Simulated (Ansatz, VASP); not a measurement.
# One calculation of Ta2N, two programs

INCAR

```
PREC     = Accurate       # precision mode
ENCUT    = 520            # plane-wave cutoff, eV
EDIFF    = 1E-6           # SCF threshold, eV
ISMEAR   = -1             # smearing method
SIGMA    = 0.05           # smearing width, eV
LREAL    = False          # projectors in reciprocal space
LASPH    = True           # aspherical terms in the spheres
NELM     = 100            # most SCF steps
ALGO     = Normal         # electronic algorithm
ISIF     = 2              # what is computed and relaxed
LWAVE    = False          # write WAVECAR
LCHARG   = False          # write CHGCAR
GGA      = PS             # functional
NBANDS   = 20             # bands
```

The input KPOINTS:

```
Automatic mesh
0
Gamma
  10 10 6
```

File POSCAR:

```
Ta2N
1.0
    3.0493158896      0.0000000000      0.0000000000
   -1.5246579448      2.6407850245      0.0000000000
    0.0000000000      0.0000000000      4.7704285953
Ta N
2 1
Direct
    0.3333333333      0.6666666667      0.2547110000
    0.6666666667      0.3333333333      0.7452890000
    0.0000000000      0.0000000000      0.0000000000
```

input.yaml

```yaml
crystal:
  lattice:
    - [3.0493158896, 0.0, 0.0]
    - [-1.5246579448, 2.6407850245, 0.0]
    - [0.0, 0.0, 4.7704285953]
  atoms:
    - { symbol: Ta, position: [0.3333333333, 0.6666666667, 0.254711] }
    - { symbol: Ta, position: [0.6666666667, 0.3333333333, 0.745289] }
    - { symbol: "N", position: [0.0, 0.0, 0.0] }
kpoints:
  mp_grid: { grid: [10, 10, 6] }
scf:
  occupations: { method: fermi_dirac, width: 0.05 }
hamiltonian:
  xc: pbesol
  pseudopotentials: { kind: all_electron, lapw: { basis_error: 0.002 } }
output:
  forces: true
  stress: true
  eigenvalues: true
```

Change from the starting cell: volume scaled by 0.94.

Alike in both runs: task single point; functional PBEsol; k mesh 10 × 10 × 6; occupations fermi-dirac, width 0.05 eV; no spin polarisation.

|  | VASP | Ansatz |
| --- | --- | --- |
| version | VASP 6.6.1 | Ansatz 0.2.0 |
| potentials or method | VASP PAW PBE potentials, release 64 (Ta_pv, N), cutoff 520 eV | all-electron LAPW, scalar-relativistic |

|  | VASP | Ansatz | Ansatz less VASP |
| --- | --- | --- | --- |
| gap on the k mesh at the Fermi level (eV) | none | none | - |
| pressure (GPa) | 10.2 | 9.4 | -0.81 |
| traceless stress, the component that is largest in VASP (GPa) | 0.71 | 0.71 | -0.009 |
| rms of the force components (eV/Å) | 0.063 | 0.032 | -0.0310 |

VASP's potentials were made for PBE, not for PBEsol. Atom by atom the forces differ by 0.031 eV/Å (rms over components). A gap of «none» marks a metal or a gap that the smearing closes. Ansatz ran all-electron here, and VASP with PAW potentials.

Neither program's run includes spin-orbit coupling.
